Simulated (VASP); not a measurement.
# Hg (I4_1/amd) in VASP: single point with PBE

Aim: the single point of Hg with PBE.

Everything below comes from runs of VASP 6.6.1. Logs are shortened: lines on timing, memory, paths and dates and some standing lists are left out, and cuts for length are marked.

**1. The cell of the first run**

It takes space group I4_1/amd (No. 141, tetragonal). Conventional cell: a = 5.860 Å, b = 5.860 Å, c = 3.145 Å, α = 90.00°, β = 90.00°, γ = 90.00°. Within 4.0 Å of Hg (site symmetry -4m2) lie 10 Hg at 3.03 to 3.76 Å.

**2. Single point, PBE**

Contents of INCAR:

```
SYSTEM = Hg
PREC = Accurate
ENCUT = 520
EDIFF = 1E-6
ISMEAR = 0
SIGMA = 0.15
LREAL = .False.
LASPH = .True.
NELM = 100
ALGO = Normal
ISIF = 2
LWAVE = .False.
LCHARG = .False.
GGA = PE
NBANDS = 19
```

Contents of KPOINTS:

```
regular mesh
0
Gamma
  18 18 18
  0 0 0
```

Contents of POSCAR:

```
Hg
1.0
   -2.9297541400      2.9297541400      1.5725525500
    2.9297541400     -2.9297541400      1.5725525500
    2.9297541400      2.9297541400     -1.5725525500
Hg
2
Direct
    0.7500000000      0.2500000000      0.5000000000
    0.0000000000      0.0000000000      0.0000000000
```

Potentials or basis: VASP PAW PBE potentials, release 64 (Hg).

Command:

```bash
$ cat potpaw_PBE.64/Hg/POTCAR > POTCAR
$ mpirun -np 1 vasp_std > vasp.out
```

OUTCAR:

```text
SYSTEM = Hg
   PREC = Accurate
   ENCUT = 520
   EDIFF = 1E-6
   ISMEAR = 0
   LREAL = .False.
   LASPH = .True.
   NELM = 100
   ISIF = 2
   GGA = PE

 ion  position               nearest neighbor table
   1  0.750  0.250  0.500-   2 3.03   2 3.03   2 3.03   2 3.03   2 3.76   2 3.76   2 3.76   2 3.76

   2  0.000  0.000  0.000-   1 3.03   1 3.03   1 3.03   1 3.03   1 3.76   1 3.76   1 3.76   1 3.76

  LATTYP: Found a body centered tetragonal cell.
 ALAT       =     5.8595082800
 C/A-ratio  =     0.5367523945

  Lattice vectors:

 A1 = (  -2.9297541400,   2.9297541400,   1.5725525500)
 A2 = (   2.9297541400,  -2.9297541400,   1.5725525500)
 A3 = (   2.9297541400,   2.9297541400,  -1.5725525500)

Analysis of symmetry for initial positions (statically):
=====================================================================
 Subroutine PRICEL returns:
 Original cell was already a primitive cell.

 Routine SETGRP: Setting up the symmetry group for a
 body centered tetragonal supercell.

 Subroutine GETGRP returns: Found 16 space group operations
 (whereof  8 operations were pure point group operations)
 out of a pool of 16 trial point group operations.

The static configuration has the point symmetry D_2d.
 The point group associated with its full space group is D_4h.

Analysis of symmetry for dynamics (positions and initial velocities):
=====================================================================
 Subroutine PRICEL returns:
 Original cell was already a primitive cell.

 Routine SETGRP: Setting up the symmetry group for a
 body centered tetragonal supercell.

 Subroutine GETGRP returns: Found 16 space group operations
 (whereof  8 operations were pure point group operations)
 out of a pool of 16 trial point group operations.

The dynamic configuration has the point symmetry D_2d.
 The point group associated with its full space group is D_4h.

 Subroutine INISYM returns: Found 16 space group operations
 (whereof  8 operations are pure point group operations),
 and found     1 'primitive' translations

----------------------------------------------------------------------------------------

                                     Primitive cell

  volume of cell :      53.9918

  direct lattice vectors                    reciprocal lattice vectors
    -2.929754140  2.929754140  1.572552550     0.000000000  0.170662785  0.317954398
     2.929754140 -2.929754140  1.572552550     0.170662785  0.000000000  0.317954398
     2.929754140  2.929754140 -1.572552550     0.170662785  0.170662785  0.000000000

  length of vectors
     4.431685928  4.431685928  4.431685928     0.360861172  0.360861172  0.241353625

  position of ions in fractional coordinates (direct lattice)
     0.750000000  0.250000000  0.500000000
     0.000000000  0.000000000  0.000000000

  ion indices of the primitive-cell ions
   primitive index   ion index
                 1           1
                 2           2

----------------------------------------------------------------------------------------

 KPOINTS: regular mesh

Automatic generation of k-mesh.
 Grid dimensions read from file:
 generate k-points for:   18   18   18

 Generating k-lattice:

  Cartesian coordinates                     Fractional coordinates (reciprocal lattice)
     0.000000000  0.009481266  0.017664133     0.055555556  0.000000000  0.000000000
     0.009481266  0.000000000  0.017664133     0.000000000  0.055555556  0.000000000
     0.009481266  0.009481266  0.000000000     0.000000000  0.000000000  0.055555556

  Length of vectors
     0.020047843  0.020047843  0.013408535

  Shift w.r.t. Gamma in fractional coordinates (k-lattice)
     0.000000000  0.000000000  0.000000000

 Subroutine IBZKPT returns following result:
 ===========================================

 Found    480 irreducible k-points:

 Following reciprocal coordinates:
            Coordinates               Weight
  0.000000  0.000000  0.000000      1.000000
  0.055556  0.000000  0.000000      8.000000
  0.111111  0.000000  0.000000      8.000000
  0.166667  0.000000 -0.000000      8.000000
  0.222222 -0.000000  0.000000      8.000000
  0.277778  0.000000 -0.000000      8.000000
[... 16 lines left out ...]
 -0.277778  0.055556  0.000000     16.000000
 -0.222222  0.055556 -0.000000     16.000000
 [... further k-points ...]
   k-points           NKPTS =    480   k-points in BZ     NKDIM =    480   number of bands    NBANDS=     19
   number of dos      NEDOS =    301   number of ions     NIONS =      2
   total plane-waves  NPLWV =  46656
   dimension x,y,z NGX =    36 NGY =   36 NGZ =   36
   dimension x,y,z NGXF=    72 NGYF=   72 NGZF=   72
   ions per type =               2
   NGX,Y,Z   is equivalent  to a cutoff of  13.50, 13.50, 13.50 a.u.
   NGXF,Y,Z  is equivalent  to a cutoff of  27.01, 27.01, 27.01 a.u.
 SYSTEM =  Hg
   PREC   = accura    normal or accurate (medium, high low for compatibility)
   ISTART =      0    job   : 0-new  1-cont  2-samecut
   ICHARG =      2    charge: 1-file 2-atom 10-const
   ISPIN  =      1    spin polarized calculation?
   LNONCOLLINEAR =      F non collinear calculations
   LSORBIT =      F    spin-orbit coupling
   LASPH  =      T    aspherical Exc in radial PAW
   ENCUT  =  520.0 eV  38.22 Ry    6.18 a.u.   8.24  8.24  8.24*2*pi/ulx,y,z
   NELM   =    100;   NELMIN=  2; NELMDL= -5     # of ELM steps
   EDIFF  = 0.1E-05   stopping-criterion for ELM
   LREAL  =      F    real-space projection
   EDIFFG = 0.1E-04   stopping-criterion for IOM
   NSW    =      0    number of steps for IOM
   IBRION =     -1    ionic relax: 0-MD 1-quasi-New 2-CG
   NFREE  =      0    steps in history (QN), initial steepest desc. (CG)
   ISIF   =      2    stress and relaxation
   ISYM   =      2    0-nonsym 1-usesym 2-fastsym
   POTIM  = 0.5000    time-step for ionic-motion
   TEBEG  =    0.0;   TEEND  =   0.0 temperature during run
   PSTRESS=    0.0 pullay stress
   NELECT =      24.0000    total number of electrons
   NUPDOWN=      -1.0000    fix difference up-down
   EMIN   =  10.00;   EMAX   =-10.00  energy-range for DOS
   EFERMI =   0.00;   METHOD = LEGACY
   ISMEAR =     0;   SIGMA  =   0.15  broadening in eV -4-tet -1-fermi 0-gaus
   EFERMI_NEDOS =   21; number of points for ismear=-14 and -15
   IALGO  =     38    algorithm
   IMIX   =      4    mixing-type and parameters
     AMIX     =   0.40;   BMIX     =  1.00
     AMIX_MAG =   1.60;   BMIX_MAG =  1.00
  volume/ion in A,a.u.               =      27.00       182.18
  Fermi-wavevector in a.u.,A,eV,Ry     =   1.249404  2.361030 21.238820  1.561009
  Thomas-Fermi vector in A             =   2.383446
   LORBIT       =      0    0 simple, 1 ext, 2 COOP (PROOUT), +10 PAW based schemes
   GGA     = PE    functional components
   LHFCALC =     F    Hartree Fock is set to
   AEXX    =    0.0000 exact exchange contribution
   IVDW    =     0    specifies the selected vdW correction
   LEPSILON=     F    determine dielectric tensor
   LRPA    =     F    only Hartree local field effects (RPA)
 non-spin polarized calculation
 Gauss-broadening in eV      SIGMA  =   0.15
  energy-cutoff  :      520.00
  volume of cell :       53.99
 maximum number of plane-waves:      1472
 NGX is ok and might be reduce to    36
   NGX = 17   NGY = 17   NGZ = 17

 number of electron      24.0000002 magnetization

 Free energy of the ion-electron system (eV)
  ---------------------------------------------------
  ext. energy  EPLUGINS =         0.00000000
  ---------------------------------------------------
  free energy    TOTEN  =        -0.31844795 eV

  energy without entropy =       -0.31232263  energy(sigma->0) =       -0.31538529

 E-fermi :   1.8976     XC(G=0): -10.0777

 val. band max:        1.8964607128   @ k =  -0.2778   0.5000   0.2778
 cond. band min:       1.9126137496   @ k =   0.3333   0.0000   0.0000
 fundamental gap:      0.0161530368
 Fermi energy:         1.8976306492

 k-point     1 :       0.0000    0.0000    0.0000
  band No.  band energies     occupation
      1      -6.3688      2.00000
      2      -5.8037      2.00000
      3      -5.6864      2.00000
      4      -5.5273      2.00000
      5      -5.4319      2.00000
      6      -4.4111      2.00000
[... 11 lines left out ...]
     18      14.7784      0.00000
     19      14.8148      0.00000

 k-point     2 :       0.0556    0.0000    0.0000
  band No.  band energies     occupation
      1      -6.2996      2.00000
      2      -5.7977      2.00000
      3      -5.6696      2.00000
      4      -5.4797      2.00000
      5      -5.4052      2.00000
      6      -4.4716      2.00000
[... 11 lines left out ...]
     18      14.0078      0.00000
     19      14.1238      0.00000

 k-point     3 :       0.1111    0.0000    0.0000
  band No.  band energies     occupation
      1      -6.1037      2.00000
      2      -5.7739      2.00000
      3      -5.6212      2.00000
      4      -5.3504      2.00000
      5      -5.3202      2.00000
      6      -4.5824      2.00000
[... 11 lines left out ...]
     18      12.8358      0.00000
     19      12.9290      0.00000

 k-point     4 :       0.1667    0.0000   -0.0000
  band No.  band energies     occupation
      1      -5.8434      2.00000
      2      -5.7178      2.00000
      3      -5.5472      2.00000
      4      -5.1752      2.00000
      5      -5.1444      2.00000
      6      -4.7186      2.00000
[... 11 lines left out ...]
     18      11.8469      0.00000
     19      12.7008      0.00000

 k-point     5 :       0.2222   -0.0000    0.0000
  band No.  band energies     occupation
      1      -5.7085      2.00000
      2      -5.5803      2.00000
      3      -5.4602      2.00000
      4      -4.9738      2.00000
      5      -4.8656      2.00000
      6      -4.8576      2.00000
[... 11 lines left out ...]
     18      11.2402      0.00000
     19      11.9439      0.00000

 k-point     6 :       0.2778    0.0000   -0.0000
  band No.  band energies     occupation
      1      -5.6475      2.00000
      2      -5.5081      2.00000
      3      -5.3876      2.00000
      4      -4.9639      2.00000
      5      -4.9361      2.00000
      6      -4.6844      2.00000
[... 11 lines left out ...]
     18      10.9748      0.00000
     19      11.5891      0.00000

 k-point     7 :       0.3333    0.0000    0.0000
  band No.  band energies     occupation
      1      -5.6126      2.00000
      2      -5.4882      2.00000
      3      -5.3762      2.00000
      4      -5.0649      2.00000
      5      -4.9867      2.00000
      6      -4.6462      2.00000
[... 11 lines left out ...]
     18      10.5201      0.00000
     19      12.3504      0.00000

 k-point     8 :       0.3889    0.0000    0.0000
  band No.  band energies     occupation
      1      -5.6068      2.00000
      2      -5.4593      2.00000
      3      -5.4219      2.00000
      4      -5.2083      2.00000
      5      -4.9319      2.00000
      6      -4.7066      2.00000
[... 256 lines left out ...]
 k-point    20 :      -0.4444    0.0556   -0.0000
  band No.  band energies     occupation
      1      -5.5783      2.00000
      2      -5.4970      2.00000
      3      -5.3642      2.00000
      4      -5.2774      2.00000
      5      -4.8757      2.00000
      6      -4.7287      2.00000
[... 11 lines left out ...]
     18      11.6785      0.00000
     19      13.4655      0.00000

 k-point    21 :      -0.3889    0.0556    0.0000
  band No.  band energies     occupation
      1      -5.5876      2.00000
      2      -5.4888      2.00000
      3      -5.3458      2.00000
      4      -5.1506      2.00000
      5      -4.9251      2.00000
      6      -4.6742      2.00000
[... 11 lines left out ...]
     18      10.6339      0.00000
     19      12.9417      0.00000

 k-point    22 :      -0.3333    0.0556    0.0000
  band No.  band energies     occupation
      1      -5.6255      2.00000
      2      -5.4856      2.00000
      3      -5.3533      2.00000
      4      -5.0233      2.00000
      5      -4.9146      2.00000
      6      -4.6518      2.00000
[... 11 lines left out ...]
     18      11.2393      0.00000
     19      12.1242      0.00000

 k-point    23 :      -0.2778    0.0556    0.0000
  band No.  band energies     occupation
      1      -5.6875      2.00000
      2      -5.5169      2.00000
      3      -5.4174      2.00000
      4      -5.0148      2.00000
      5      -4.8663      2.00000
      6      -4.8213      2.00000
[... 11 lines left out ...]
     18      11.2909      0.00000
     19      12.1652      0.00000

 k-point    24 :      -0.2222    0.0556   -0.0000
  band No.  band energies     occupation
      1      -5.7879      2.00000
      2      -5.6441      2.00000
      3      -5.5051      2.00000
      4      -5.1976      2.00000
      5      -5.1616      2.00000
      6      -4.6988      2.00000
[... 11 lines left out ...]
     18      11.4078      0.00000
     19      12.8251      0.00000

 [... further k-points ...]

------------------------ aborting loop because EDIFF is reached ----------------------------------------

  FORCE on cell =-STRESS in cart. coord.  units (eV):
  Direction    XX          YY          ZZ          XY          YZ          ZX
  --------------------------------------------------------------------------------------
  -------------------------------------------------------------------------------------
  Total        0.6370321      0.6370321      0.5025969      0.0000000      0.0000000      0.0000000
  in kB       18.9035949     18.9035949     14.9142989      0.0000000      0.0000000      0.0000000
  external PRESSURE =      17.5738296 kB  Pullay stress =       0.0000000 kB

 VOLUME and BASIS-vectors are now :
 -----------------------------------------------------------------------------
  energy-cutoff  :      520.00
  volume of cell :       53.99
      direct lattice vectors                 reciprocal lattice vectors
    -2.929754140  2.929754140  1.572552550     0.000000000  0.170662785  0.317954398
     2.929754140 -2.929754140  1.572552550     0.170662785  0.000000000  0.317954398
     2.929754140  2.929754140 -1.572552550     0.170662785  0.170662785  0.000000000

 POSITION                                       TOTAL-FORCE (eV/Angst)
 -----------------------------------------------------------------------------------
      0.00000      2.92975      0.78628         0.000000      0.000000      0.000000
      0.00000      0.00000      0.00000        -0.000000     -0.000000     -0.000000
 -----------------------------------------------------------------------------------
    total drift:                               -0.000000      0.000000     -0.000000

  FREE ENERGIE OF THE ION-ELECTRON SYSTEM (eV)
  ---------------------------------------------------
  free  energy   TOTEN  =        -0.3184479469 eV

  energy  without entropy=       -0.3123226332  energy(sigma->0) =       -0.31538529
```

Run time: 6.6 min. Hardware: 1 thread of Intel Xeon Platinum 8375C at 2.90GHz (Ice Lake), shared host; peak memory 0.51 GiB.

What came out:

| Quantity | Value |
| --- | --- |
| Free energy | -0.3184 eV |
| Pressure | 1.8 GPa |
| Band gap on the k mesh | zero (bands 12 and 13 overlap by 3.75 eV) |

Levels at points of the mesh, in eV from the Fermi level:
```tsv
k point	band 9	band 10	band 11	band 12	band 13	band 14	band 15	band 16
(0.00, 0.00, 0.00)	-6.28	-5.89	-5.47	1.15	1.89	1.89	7.68	10.85
(0.50, 0.00, 0.00)	-5.92	-5.71	-2.24	-1.66	2.28	2.40	3.26	7.21
(0.50, 0.50, 0.00)	-6.05	-6.05	-5.26	-5.26	5.55	5.55	6.06	6.06
(0.50, 0.50, 0.50)	-6.23	-6.23	-2.65	-2.65	-1.55	-1.55	10.33	10.33
```

Caveat: spin-orbit coupling is left out, which moves the levels of the heavy elements.
